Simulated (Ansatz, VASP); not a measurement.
La: VASP beside Ansatz

INCAR

```
SYSTEM = La
  PREC = Accurate
  ENCUT = 520
  EDIFF = 1E-6
  ISMEAR = -1
  SIGMA = 0.05
  LREAL = .False.
  LASPH = .True.
  NELM = 100
  ALGO = Normal
  ISIF = 2
  LWAVE = .False.
  LCHARG = .True.
  GGA = PE
  LELF = .True.
  LVHAR = .True.
  NBANDS = 12
```

File KPOINTS:

```
regular mesh
0
Gamma
  9 9 9
  0 0 0
```

The input POSCAR:

```
La
1.0
   -2.1378965873      2.1378965873      2.1378965873
    2.1378965873     -2.1378965873      2.1378965873
    2.1378965873      2.1378965873     -2.1378965873
La
1
Direct
    0.0000000000      0.0000000000      0.0000000000
```

input.yaml

```yaml
crystal:
  lattice:
    - [-2.1378965873, 2.1378965873, 2.1378965873]
    - [2.1378965873, -2.1378965873, 2.1378965873]
    - [2.1378965873, 2.1378965873, -2.1378965873]
  atoms:
    - { symbol: La, position: [0.0, 0.0, 0.0] }
kpoints:
  mp_grid: { grid: [9, 9, 9] }
scf:
  occupations: { method: fermi_dirac, width: 0.05 }
hamiltonian:
  xc: pbe
  pseudopotentials: { kind: all_electron, lapw: { basis_error: 0.0005 } }
output:
  forces: true
  stress: true
  eigenvalues: true
```

Change from the starting cell: volume scaled by 1.02.

Alike in both runs: task single point; functional PBE; k mesh 9 × 9 × 9; occupations fermi-dirac, width 0.05 eV; no spin polarisation.

|  | VASP | Ansatz |
| --- | --- | --- |
| version | VASP 6.6.1 | Ansatz 0.2.0 |
| potentials or method | VASP PAW PBE potentials, release 64 (La), cutoff 520 eV | all-electron LAPW, scalar-relativistic |

```tsv
	VASP	Ansatz	Ansatz less VASP
gap on the k mesh at the Fermi level (eV)	none	none	-
pressure (GPa)	-1.0	-1.0	0.00
```

A gap of «none» marks a metal or a gap that the smearing closes. Ansatz ran all-electron here, and VASP with PAW potentials.

Neither program's run includes spin-orbit coupling.
